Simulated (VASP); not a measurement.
BeTe:

```
Be Te
1.0
     4.03085    0.00000    0.00000
    -2.01543    3.49082    0.00000
     0.00000    0.00000    8.14405
Be Te
2 2
Direct
  0.33333 0.66667 0.25000
  0.66667 0.33333 0.75000
  0.66667 0.33333 0.25000
  0.33333 0.66667 0.75000
```

Base run:

- Program: VASP 6.6.1
- Functional: r2SCAN
- Potentials or basis: VASP PAW PBE potentials, release 64 (Be, Te)
- Cutoff: 520 eV
- k mesh: 6 × 6 × 2
- Occupations: gaussian, width 0.01 eV
- Spin: no spin polarisation

Its results: band gap on the k mesh 3.23 eV, indirect (least direct gap 3.33 eV); pressure 0.1 GPa.

Problem. After a change of settings the same cell gave: band gap on the k mesh 3.58 eV, indirect (least direct gap 3.71 eV); pressure -0.4 GPa. Which change was it?
A. functional from r2SCAN to PBE
B. functional from r2SCAN to PBEsol
C. functional from r2SCAN to HSE06

Solution. C.

HSE06 gives the wider gap, since exact exchange removes part of the self-interaction.

Caveats: the PAW data sets were made with another functional, which shifts forces and pressure a little; spin-orbit coupling is left out, which moves the levels of the heavy elements.
